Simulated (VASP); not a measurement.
Runs of VASP 6.6.1 on Be5Ge. The structure is that of space group P6/mmm (No. 191), or close to it. The cells are those of the table. 

```tsv
task	cell	cutoff (eV)	smearing	gap on the mesh (eV)	pressure (GPa)	relaxed volume (Å³/atom)
single point	a = 4.406, b = 4.406, c = 3.590 Å, angles 90.0, 90.0, 120.0°, 6 atoms	520	gaussian 0.1 eV	none	0.3	-
electric field gradients	a = 4.407, b = 4.407, c = 3.595 Å, angles 90.0, 90.0, 120.0°, 6 atoms	520	fermi-dirac 0.15 eV	none	0.2	-
relaxation of cell and atoms	relaxed from a = 4.406, b = 4.406, c = 3.590 Å, angles 90.0, 90.0, 120.0°, 6 atoms	600	fermi-dirac 0.15 eV	none	0.0	(a)
single point	a = 4.407, b = 4.407, c = 3.595 Å, angles 90.0, 90.0, 120.0°, 6 atoms	520	fermi-dirac 0.15 eV	none	0.3	-
relaxation of cell and atoms	relaxed from a = 4.409, b = 4.409, c = 3.593 Å, angles 90.0, 90.0, 120.0°, 6 atoms	600	gaussian 0.1 eV	none	0.0	10.09
```

Alike in all rows: level PBEsol; potentials or basis VASP PAW PBE potentials, release 64 (Be, Ge_d); no spin polarisation; k mesh 9 × 9 × 10.

Task: Estimate the missing entries.

Result: (a) 10.11.

Caveats: the PAW data sets were made with another functional, which shifts forces and pressure a little.

A k mesh can miss the band edges, and the runs leave out spin-orbit coupling on Ge.

A gap of «none» marks levels without a gap at the run's occupations.
